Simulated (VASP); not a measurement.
Ge3PS4:

```
Ge P S
1.0
     5.62232    0.00000    0.00000
     0.00000    5.62232    0.00000
     0.00000    0.00000    5.62232
Ge P S
3 1 4
Cartesian
  2.8112 0.0000 0.0000
  0.0000 2.8112 0.0000
  0.0000 0.0000 2.8112
  0.0000 0.0000 0.0000
  1.3212 1.3212 1.3212
  1.3212 4.3011 4.3011
  4.3011 4.3011 1.3212
  4.3011 1.3212 4.3011
```

```yaml
Program: VASP 6.6.1
Task: relaxation of cell and atoms
Functional: PBE
Potentials_or_basis: VASP PAW PBE potentials, release 64 (Ge_d, P, S)
Cutoff: 600 eV
k_mesh: 4 × 4 × 4
Occupations: gaussian, width 0.1 eV
Spin: no spin polarisation
```

At the start: pressure 17.4 GPa; volume 22.22 Å³/atom.

Problem. Where does the relaxation end?

Solution. Over 8 steps the energy falls by 425.6 meV/atom and the volume is 33.70 Å³/atom (+51.7 %); space group P-43m (No. 215, to 0.05 Å).

Step by step:
| step | energy change (eV) | largest force (eV/Å) | pressure (GPa) | volume (Å³) |
| --- | --- | --- | --- | --- |
| 1 | 0.0000 | 1.5563 | 17.43 | 177.72 |
| 2 | -2.7828 | 0.8573 | -1.73 | 247.42 |
| 3 | -2.8766 | 0.5755 | 0.32 | 234.88 |
| 4 | -2.9422 | 0.5841 | 0.25 | 237.66 |
| 5 | -3.1317 | 0.5477 | 0.10 | 246.12 |
| 6 | -3.3851 | 0.1820 | 0.01 | 263.66 |
| 7 | -3.4008 | 0.0966 | 0.05 | 272.42 |
| 8 | -3.4049 | 0.0032 | 0.04 | 269.57 |

Final structure:
```yaml
crystal:
  lattice:
    - [6.45988, 0.00000, 0.00000]
    - [0.00000, 6.45988, 0.00000]
    - [0.00000, 0.00000, 6.45988]
  atoms:
    - { symbol: Ge, position: [0.50000, 0.00000, 0.00000] }
    - { symbol: Ge, position: [0.00000, 0.50000, 0.00000] }
    - { symbol: Ge, position: [0.00000, 0.00000, 0.50000] }
    - { symbol: P, position: [0.00000, 0.00000, 0.00000] }
    - { symbol: S, position: [0.21280, 0.21280, 0.21280] }
    - { symbol: S, position: [0.21280, 0.78720, 0.78720] }
    - { symbol: S, position: [0.78720, 0.78720, 0.21280] }
    - { symbol: S, position: [0.78720, 0.21280, 0.78720] }
```

Caveat: the volume moved by over 15 % at a fixed basis, so the end points are rough.
